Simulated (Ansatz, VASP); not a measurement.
AlAs: VASP beside Ansatz

The input INCAR:

```
PREC = Accurate ; ENCUT = 500
EDIFF = 1E-6 ; ISMEAR = 0
SIGMA = 0.05 ; LREAL = False
LASPH = True ; NELM = 120
ALGO = Normal ; ISIF = 2
LWAVE = False ; LCHARG = False
GGA = PE ; NBANDS = 11
GGA_COMPAT = False
```

The input KPOINTS:

```
regular mesh
0
Gamma
  8 8 8
```

POSCAR

```
AlAs
1.0
    0.0000000000      2.9719200000      2.9719200000
    2.9719200000      0.0000000000      2.9719200000
    2.9719200000      2.9719200000      0.0000000000
Al As
1 1
Direct
    0.0000000000      0.0000000000      0.0000000000
    0.7500000000      0.7500000000      0.7500000000
```

Input for Ansatz:

```yaml
crystal:
  lattice:
    - [0.0, 2.97192, 2.97192]
    - [2.97192, 0.0, 2.97192]
    - [2.97192, 2.97192, 0.0]
  atoms:
    - { symbol: Al, position: [0.0, 0.0, 0.0] }
    - { symbol: As, position: [0.75, 0.75, 0.75] }
basis:
  ecutwfc: 420
kpoints:
  mp_grid: { grid: [8, 8, 8] }
hamiltonian:
  xc: pbe
scf:
  occupations: { method: gaussian, width: 0.05 }
output:
  forces: true
  stress: true
  eigenvalues: true
```

Change from the starting cell: strain +0.050 along x and y, +0.050 along z, atoms carried along.

Alike in both runs: task single point; functional PBE; k mesh 8 × 8 × 8; occupations gaussian, width 0.05 eV; no spin polarisation.

```csv
,VASP,Ansatz
version,VASP 6.6.1,Ansatz 0.2.0
potentials or method,"VASP PAW PBE potentials, release 64 (Al, As), cutoff 500 eV","scalar-relativistic, plane waves, PAW"
valence electrons in the cell,8,18
```

|  | VASP | Ansatz | Ansatz less VASP |
| --- | --- | --- | --- |
| gap on the k mesh at the Fermi level (eV) | 0.95 | 0.95 | -0.002 |
| least direct gap on the mesh (eV) | 0.95 | 0.95 | -0.002 |
| pressure (GPa) | -5.8 | -5.8 | -0.09 |

VASP's potentials hold 8 valence electrons a cell and Ansatz's 18, so a difference there can come from the potentials and not from the codes.
